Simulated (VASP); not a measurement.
# KTaO3 (P4/mmm) in VASP: further runs

KTaO3 is run at these levels: r2SCAN; tasks: single point.

Program: VASP 6.6.1. These are calculated values, not measurements. Logs are shortened: lines on timing, memory, paths and dates and some standing lists are left out, and cuts for length are marked.

**1. The cell of the first run**

Symmetry: P4/mmm, No. 123, tetragonal system. The conventional cell has a = 4.477 Å, b = 4.477 Å, c = 3.165 Å, α = 90.00°, β = 90.00°, γ = 90.00°. Within 3.6 Å of K (site symmetry 4/mmm) lie 12 O at 2.74 to 3.17 Å and 2 K at 3.17 Å and 8 Ta at 3.54 Å. Within 2.1 Å of Ta (site symmetry 4/mmm) lie 2 O at 1.58 Å. Within 3.0 Å of O (site symmetry mmm) lie 2 Ta at 2.24 Å and 4 K at 2.74 Å and 4 O at 2.74 Å. Within 2.1 Å of O (site symmetry 4/mmm) lie 2 Ta at 1.58 Å.

**2. Single point, r2SCAN**

POSCAR

```
KTaO3
1.0
    4.4769407550      0.0000000000      0.0000000000
    0.0000000000      4.4769407550      0.0000000000
    0.0000000000      0.0000000000      3.1651971138
K Ta O
1 1 3
Direct
    0.5000000000      0.5000000000      0.5000000000
    0.0000000000      0.0000000000      0.0000000000
    0.5000000000      0.0000000000      0.0000000000
    0.0000000000      0.5000000000      0.0000000000
    0.0000000000      0.0000000000      0.5000000000
```

INCAR.step1

```
SYSTEM = KTaO3
PREC     = Accurate       ! precision mode
ENCUT    = 520            ! plane-wave cutoff, eV
ISMEAR   = 0              ! smearing method
SIGMA    = 0.05           ! smearing width, eV
LREAL    = .False.        ! projectors in reciprocal space
LASPH    = .True.         ! aspherical terms in the spheres
NELM     = 100            ! most SCF steps
NBANDS   = 27             ! bands
GGA      = PE             ! functional
ALGO     = Normal         ! electronic algorithm
EDIFF    = 1E-4           ! SCF threshold, eV
LWAVE    = .True.         ! write WAVECAR
LCHARG   = .False.        ! write CHGCAR
```

INCAR.step2

```
SYSTEM = KTaO3
PREC     = Accurate       ! precision mode
ENCUT    = 520            ! plane-wave cutoff, eV
EDIFF    = 1E-6           ! SCF threshold, eV
ISMEAR   = 0              ! smearing method
SIGMA    = 0.05           ! smearing width, eV
LREAL    = .False.        ! projectors in reciprocal space
LASPH    = .True.         ! aspherical terms in the spheres
NELM     = 100            ! most SCF steps
ALGO     = Normal         ! electronic algorithm
ISIF     = 2              ! what is computed and relaxed
LWAVE    = .False.        ! write WAVECAR
LCHARG   = .False.        ! write CHGCAR
METAGGA  = R2SCAN         ! meta-GGA
LMIXTAU  = .True.       
NBANDS   = 27             ! bands
ISTART   = 1
```

KPOINTS

```
Automatic mesh
0
Gamma
  6 6 6
  0 0 0
```

Potentials or basis: VASP PAW PBE potentials, release 64 (K_sv, Ta_pv, O).

Run with:

```sh
$ cat potpaw_PBE.64/K_sv/POTCAR potpaw_PBE.64/Ta_pv/POTCAR potpaw_PBE.64/O/POTCAR > POTCAR
$ cp INCAR.step1 INCAR
$ mpirun -np 1 vasp_std > vasp.out
$ cp INCAR.step2 INCAR
$ mpirun -np 1 vasp_std > vasp.out
```

OUTCAR:

```text
SYSTEM = KTaO3
   PREC = Accurate
   ENCUT = 520
   EDIFF = 1E-6
   ISMEAR = 0
   LREAL = .False.
   LASPH = .True.
   NELM = 100
   ISIF = 2
   METAGGA = R2SCAN
   ISTART = 1

 ion  position               nearest neighbor table
   1  0.500  0.500  0.500-   3 2.74   4 2.74   3 2.74   4 2.74   3 2.74   3 2.74   4 2.74   4 2.74
                             2 3.54   2 3.54   2 3.54   2 3.54   2 3.54   2 3.54   2 3.54   2 3.54
   2  0.000  0.000  0.000-   5 1.58   5 1.58   3 2.24   4 2.24   4 2.24   3 2.24   1 3.54   1 3.54
                             1 3.54   1 3.54   1 3.54   1 3.54   1 3.54   1 3.54
   3  0.500  0.000  0.000-   2 2.24   2 2.24   1 2.74   1 2.74   1 2.74   1 2.74
   4  0.000  0.500  0.000-   2 2.24   2 2.24   1 2.74   1 2.74   1 2.74   1 2.74
   5  0.000  0.000  0.500-   2 1.58   2 1.58

  LATTYP: Found a simple tetragonal cell.
 ALAT       =     4.4769407550
 C/A-ratio  =     0.7070000000

  Lattice vectors:

 A1 = (   4.4769407550,   0.0000000000,   0.0000000000)
 A2 = (   0.0000000000,   4.4769407550,   0.0000000000)
 A3 = (   0.0000000000,   0.0000000000,   3.1651971138)

Analysis of symmetry for initial positions (statically):
=====================================================================
 Subroutine PRICEL returns:
 Original cell was already a primitive cell.

 Routine SETGRP: Setting up the symmetry group for a
 simple tetragonal supercell.

 Subroutine GETGRP returns: Found 16 space group operations
 (whereof 16 operations were pure point group operations)
 out of a pool of 16 trial point group operations.

The static configuration has the point symmetry D_4h.

Analysis of symmetry for dynamics (positions and initial velocities):
=====================================================================
 Subroutine PRICEL returns:
 Original cell was already a primitive cell.

 Routine SETGRP: Setting up the symmetry group for a
 simple tetragonal supercell.

 Subroutine GETGRP returns: Found 16 space group operations
 (whereof 16 operations were pure point group operations)
 out of a pool of 16 trial point group operations.

The dynamic configuration has the point symmetry D_4h.

 Subroutine INISYM returns: Found 16 space group operations
 (whereof 16 operations are pure point group operations),
 and found     1 'primitive' translations

----------------------------------------------------------------------------------------

                                     Primitive cell

  volume of cell :      63.4400

  direct lattice vectors                    reciprocal lattice vectors
     4.476940755  0.000000000  0.000000000     0.223366816  0.000000000  0.000000000
     0.000000000  4.476940755  0.000000000     0.000000000  0.223366816  0.000000000
     0.000000000  0.000000000  3.165197114     0.000000000  0.000000000  0.315936090

  length of vectors
     4.476940755  4.476940755  3.165197114     0.223366816  0.223366816  0.315936090

  position of ions in fractional coordinates (direct lattice)
     0.500000000  0.500000000  0.500000000
     0.000000000  0.000000000  0.000000000
     0.500000000  0.000000000  0.000000000
     0.000000000  0.500000000  0.000000000
     0.000000000  0.000000000  0.500000000

  ion indices of the primitive-cell ions
   primitive index   ion index
                 1           1
                 2           2
                 3           3
                 4           4
                 5           5

----------------------------------------------------------------------------------------

 KPOINTS: Automatic mesh

Automatic generation of k-mesh.
 Grid dimensions read from file:
 generate k-points for:    6    6    6

 Generating k-lattice:

  Cartesian coordinates                     Fractional coordinates (reciprocal lattice)
     0.037227803  0.000000000  0.000000000     0.166666667  0.000000000  0.000000000
     0.000000000  0.037227803  0.000000000     0.000000000  0.166666667  0.000000000
     0.000000000  0.000000000  0.052656015     0.000000000  0.000000000  0.166666667

  Length of vectors
     0.037227803  0.037227803  0.052656015

  Shift w.r.t. Gamma in fractional coordinates (k-lattice)
     0.000000000  0.000000000  0.000000000

 Subroutine IBZKPT returns following result:
 ===========================================

 Found     40 irreducible k-points:

 Following reciprocal coordinates:
            Coordinates               Weight
  0.000000  0.000000  0.000000      1.000000
  0.166667  0.000000  0.000000      4.000000
  0.333333  0.000000  0.000000      4.000000
  0.500000  0.000000  0.000000      2.000000
  0.166667  0.166667  0.000000      4.000000
  0.333333  0.166667  0.000000      8.000000
[... 16 lines left out ...]
  0.333333  0.000000  0.333333      8.000000
  0.500000  0.000000  0.333333      4.000000
 [... further k-points ...]
   k-points           NKPTS =     40   k-points in BZ     NKDIM =     40   number of bands    NBANDS=     27
   number of dos      NEDOS =    301   number of ions     NIONS =      5
   total plane-waves  NPLWV =  31104
   dimension x,y,z NGX =    36 NGY =   36 NGZ =   24
   dimension x,y,z NGXF=    72 NGYF=   72 NGZF=   48
   ions per type =               1   1   3
   NGX,Y,Z   is equivalent  to a cutoff of  13.37, 13.37, 12.61 a.u.
   NGXF,Y,Z  is equivalent  to a cutoff of  26.74, 26.74, 25.21 a.u.
 SYSTEM =  KTaO3
   PREC   = accura    normal or accurate (medium, high low for compatibility)
   ISTART =      1    job   : 0-new  1-cont  2-samecut
   ICHARG =      0    charge: 1-file 2-atom 10-const
   ISPIN  =      1    spin polarized calculation?
   LNONCOLLINEAR =      F non collinear calculations
   LSORBIT =      F    spin-orbit coupling
   LASPH  =      T    aspherical Exc in radial PAW
   ENCUT  =  520.0 eV  38.22 Ry    6.18 a.u.   8.32  8.32  5.89*2*pi/ulx,y,z
   NELM   =    100;   NELMIN=  2; NELMDL=  0     # of ELM steps
   EDIFF  = 0.1E-05   stopping-criterion for ELM
   LREAL  =      F    real-space projection
   EDIFFG = 0.1E-04   stopping-criterion for IOM
   NSW    =      0    number of steps for IOM
   IBRION =     -1    ionic relax: 0-MD 1-quasi-New 2-CG
   NFREE  =      0    steps in history (QN), initial steepest desc. (CG)
   ISIF   =      2    stress and relaxation
   ISYM   =      2    0-nonsym 1-usesym 2-fastsym
   POTIM  = 0.5000    time-step for ionic-motion
   TEBEG  =    0.0;   TEEND  =   0.0 temperature during run
   PSTRESS=    0.0 pullay stress
   NELECT =      38.0000    total number of electrons
   NUPDOWN=      -1.0000    fix difference up-down
   EMIN   =  10.00;   EMAX   =-10.00  energy-range for DOS
   EFERMI =   0.00;   METHOD = LEGACY
   ISMEAR =     0;   SIGMA  =   0.05  broadening in eV -4-tet -1-fermi 0-gaus
   EFERMI_NEDOS =   21; number of points for ismear=-14 and -15
   IALGO  =     38    algorithm
   IMIX   =      4    mixing-type and parameters
     AMIX     =   0.40;   BMIX     =  1.00
     AMIX_MAG =   1.60;   BMIX_MAG =  1.00
  volume/ion in A,a.u.               =      12.69        85.62
  Fermi-wavevector in a.u.,A,eV,Ry     =   1.380008  2.607837 25.911228  1.904422
  Thomas-Fermi vector in A             =   2.504925
   LORBIT       =      0    0 simple, 1 ext, 2 COOP (PROOUT), +10 PAW based schemes
   METAGGA = R2SCAN    functional components
   LHFCALC =     F    Hartree Fock is set to
   AEXX    =    0.0000 exact exchange contribution
   IVDW    =     0    specifies the selected vdW correction
   LEPSILON=     F    determine dielectric tensor
   LRPA    =     F    only Hartree local field effects (RPA)
 non-spin polarized calculation
 Gauss-broadening in eV      SIGMA  =   0.05
  energy-cutoff  :      520.00
  volume of cell :       63.44
 maximum number of plane-waves:      1744
 NGX is ok and might be reduce to    36

 number of electron      37.9999980 magnetization

 Free energy of the ion-electron system (eV)
  ---------------------------------------------------
  ext. energy  EPLUGINS =         0.00000000
  ---------------------------------------------------
  free energy    TOTEN  =       -77.77594107 eV

  energy without entropy =      -77.77594107  energy(sigma->0) =      -77.77594107

 E-fermi :   2.7972     XC(G=0): -11.5043

 val. band max:        2.4666997807   @ k =   0.0000   0.0000   0.0000
 cond. band min:       3.3820696775   @ k =   0.0000   0.0000   0.0000
 fundamental gap:      0.9153698968
 Fermi energy:         2.7971750948

 k-point     1 :       0.0000    0.0000    0.0000
  band No.  band energies     occupation
      1     -35.5518      2.00000
      2     -33.7352      2.00000
      3     -33.7352      2.00000
      4     -26.9291      2.00000
      5     -21.2858      2.00000
      6     -15.4050      2.00000
[... 19 lines left out ...]
     26      11.7775      0.00000
     27      12.4861      0.00000

 k-point     2 :       0.1667    0.0000    0.0000
  band No.  band energies     occupation
      1     -35.5516      2.00000
      2     -33.7406      2.00000
      3     -33.7350      2.00000
      4     -26.9257      2.00000
      5     -21.2860      2.00000
      6     -15.3783      2.00000
[... 19 lines left out ...]
     26      11.9275      0.00000
     27      12.6866      0.00000

 k-point     3 :       0.3333    0.0000    0.0000
  band No.  band energies     occupation
      1     -35.5514      2.00000
      2     -33.7512      2.00000
      3     -33.7347      2.00000
      4     -26.9191      2.00000
      5     -21.2867      2.00000
      6     -15.3970      2.00000
[... 19 lines left out ...]
     26      11.8650      0.00000
     27      11.9884      0.00000

 k-point     4 :       0.5000    0.0000    0.0000
  band No.  band energies     occupation
      1     -35.5513      2.00000
      2     -33.7566      2.00000
      3     -33.7345      2.00000
      4     -26.9157      2.00000
      5     -21.2873      2.00000
      6     -15.4224      2.00000
[... 19 lines left out ...]
     26      11.2770      0.00000
     27      11.6142      0.00000
[... 516 lines left out ...]
      4     -26.8082      2.00000
      5     -17.0349      2.00000
      6     -15.3324      2.00000
[... 19 lines left out ...]
     26      12.4229      0.00000
     27      13.2305      0.00000

 k-point    23 :       0.3333    0.0000    0.3333
  band No.  band energies     occupation
      1     -36.4287      2.00000
      2     -33.6888      2.00000
      3     -33.6731      2.00000
      4     -26.8055      2.00000
      5     -17.0351      2.00000
      6     -15.2266      2.00000
[... 19 lines left out ...]
     26      12.6108      0.00000
     27      13.2025      0.00000

 k-point    24 :       0.5000    0.0000    0.3333
  band No.  band energies     occupation
      1     -36.4285      2.00000
      2     -33.6939      2.00000
      3     -33.6730      2.00000
      4     -26.8042      2.00000
      5     -17.0353      2.00000
      6     -15.1904      2.00000
[... 19 lines left out ...]
     26      12.9173      0.00000
     27      12.9740      0.00000

 [... further k-points ...]
[... 5 lines left out ...]
  --------------------------------------------------------------------------------------
  -------------------------------------------------------------------------------------
  Total      -10.9186665    -10.9186665     90.0483281      0.0000000      0.0000000      0.0000000
  in kB     -275.7507668   -275.7507668   2274.1692373      0.0000000      0.0000000      0.0000000
  external PRESSURE =     574.2225679 kB  Pullay stress =       0.0000000 kB

 VOLUME and BASIS-vectors are now :
 -----------------------------------------------------------------------------
  energy-cutoff  :      520.00
  volume of cell :       63.44
      direct lattice vectors                 reciprocal lattice vectors
     4.476940755  0.000000000  0.000000000     0.223366816  0.000000000  0.000000000
     0.000000000  4.476940755  0.000000000     0.000000000  0.223366816  0.000000000
     0.000000000  0.000000000  3.165197114     0.000000000  0.000000000  0.315936090

 POSITION                                       TOTAL-FORCE (eV/Angst)
 -----------------------------------------------------------------------------------
      2.23847      2.23847      1.58260         0.000000      0.000000      0.000000
      0.00000      0.00000      0.00000         0.000000      0.000000      0.000000
      2.23847      0.00000      0.00000         0.000000      0.000000      0.000000
      0.00000      2.23847      0.00000         0.000000      0.000000      0.000000
      0.00000      0.00000      1.58260         0.000000      0.000000      0.000000
 -----------------------------------------------------------------------------------
    total drift:                                0.000000      0.000000     -0.000000

  FREE ENERGIE OF THE ION-ELECTRON SYSTEM (eV)
  ---------------------------------------------------
  free  energy   TOTEN  =       -77.7759410667 eV

  energy  without entropy=      -77.7759410667  energy(sigma->0) =      -77.77594107
```

Wall time 84 s (1 thread of Intel Xeon 6975P-C (Granite Rapids), shared host); peak memory 0.22 GiB.

Results:

```
Free energy            : -77.7759 eV
Pressure               : 57.4 GPa
Band gap on the k mesh : 0.92 eV, direct
```

Levels at points of the mesh, in eV from the valence-band top:
```
           k point  band 17  band 18  band 19  band 20  band 21  band 22
(0.00, 0.00, 0.00)    -0.94    -0.62     0.00     0.92     1.59     1.59
(0.50, 0.00, 0.00)    -1.51    -0.93    -0.05     1.62     2.87     2.95
(0.50, 0.50, 0.00)    -1.64    -1.05    -0.12     2.96     2.96     3.74
(0.00, 0.00, 0.50)    -2.25    -1.46    -1.46     1.65     3.92     6.02
(0.50, 0.00, 0.50)    -1.98    -1.71    -1.42     3.21     4.65     8.51
(0.50, 0.50, 0.50)    -1.35    -1.35    -0.76     4.11     7.38     8.18
```

Caveat: the PAW data sets were made with another functional, which shifts forces and pressure a little; spin-orbit coupling is left out, which moves the levels of the heavy elements. A k mesh can miss the band edges.

**3. Single point, r2SCAN**

This run uses another cell than the first one, of the same volume but with other edges.

POSCAR, as its differences from that of step 2:

```diff
@@ -2,5 +2,5 @@
 1.0
-    4.4769407550      0.0000000000      0.0000000000
-    0.0000000000      4.4769407550      0.0000000000
-    0.0000000000      0.0000000000      3.1651971138
+    3.5533502320      0.0000000000      0.0000000000
+    0.0000000000      3.5533502320      0.0000000000
+    0.0000000000      0.0000000000      5.0244372281
 K Ta O
```

INCAR.step1

```
SYSTEM = KTaO3
PREC = Accurate ; ENCUT = 520
ISMEAR = 0 ; SIGMA = 0.05
LREAL = .FALSE. ; LASPH = .TRUE.
NELM = 80 ; NBANDS = 27
GGA = PE ; ALGO = Normal
EDIFF = 1E-4 ; LWAVE = .TRUE.
LCHARG = .FALSE.
```

INCAR.step2

```
SYSTEM = KTaO3
PREC = Accurate ; ENCUT = 520
EDIFF = 1E-6 ; ISMEAR = 0
SIGMA = 0.05 ; LREAL = .FALSE.
LASPH = .TRUE. ; NELM = 80
ALGO = Normal ; ISIF = 2
LWAVE = .FALSE. ; LCHARG = .FALSE.
METAGGA = R2SCAN ; LMIXTAU = .TRUE.
NBANDS = 27 ; ISTART = 1
```

KPOINTS

```
regular mesh
0
G
  6 6 6
  0 0 0
```

Potentials or basis: VASP PAW PBE potentials, release 64 (K_sv, Ta_pv, O).

Run with:

```sh
$ cat potpaw_PBE.64/K_sv/POTCAR potpaw_PBE.64/Ta_pv/POTCAR potpaw_PBE.64/O/POTCAR > POTCAR
$ cp INCAR.step1 INCAR
$ mpirun -np 1 vasp_std > vasp.out
$ cp INCAR.step2 INCAR
$ mpirun -np 1 vasp_std > vasp.out
```

It took 98 s on 1 thread of Intel Xeon 6975P-C (Granite Rapids), shared host; peak memory 0.22 GiB.

Results (log left out):

```yaml
Free_energy: -81.8846 eV
Pressure: 44.7 GPa
Band_gap_on_the_k_mesh: 1.42 eV, direct
```

Stress tensor (GPa, compression positive):
```
 83.03   0.00   0.00
  0.00  83.03   0.00
  0.00   0.00 -32.08
```

Levels at points of the mesh, in eV from the valence-band top:
```
           k point  band 17  band 18  band 19  band 20  band 21  band 22
(0.00, 0.00, 0.00)    -1.16     0.00     0.00     1.42     1.42     1.71
(0.50, 0.00, 0.00)    -1.34    -1.31    -0.70     1.68     2.63     6.16
(0.50, 0.50, 0.00)    -1.53    -0.23    -0.23     3.19     6.21     6.21
(0.00, 0.00, 0.50)    -2.05    -0.50    -0.50     1.72     2.30     2.30
(0.50, 0.00, 0.50)    -2.33    -1.15    -0.94     2.40     5.97     6.18
(0.50, 0.50, 0.50)    -1.52    -0.03    -0.03     6.50     6.50     6.63
```

Caveat: the PAW data sets were made with another functional, which shifts forces and pressure a little; spin-orbit coupling is left out, which moves the levels of the heavy elements. A k mesh can miss the band edges.

(Part 1 of 2 ends here.)
